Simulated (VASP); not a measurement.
Crystal: PbS.

```xyz
2
Lattice="3.7017 0.0000 0.0000 0.0000 3.7017 0.0000 0.0000 0.0000 3.7017" Properties=species:S:1:pos:R:3 pbc="T T T"
Pb    0.0000    0.0000    0.0000
S     1.8509    1.8509    1.8509
```

Base run:

* Program: VASP 6.6.1
* Functional: PBEsol
* Potentials or basis: VASP PAW PBE potentials, release 64 (Pb_d, S)
* Cutoff: 520 eV
* k mesh: 7 × 7 × 7
* Occupations: fermi-dirac, width 0.05 eV
* Spin: no spin polarisation

Its results: band gap on the k mesh 0.13 eV, indirect (least direct gap 1.26 eV); pressure -5.2 GPa.

Question: The run is repeated on the same cell with these changes: functional from PBEsol to LDA; potentials or basis from VASP PAW PBE potentials, release 64 (Pb_d, S) to VASP PAW LDA potentials, release 64 (Pb_d, S). What comes out?

Answer: Band gap on the k mesh 0.09 eV, indirect (least direct gap 1.22 eV); pressure -6.8 GPa.

Caveats: spin-orbit coupling is left out, which moves the levels of the heavy elements; the PAW data sets were made with another functional, which shifts forces and pressure a little (some runs).

A k mesh can miss the band edges.
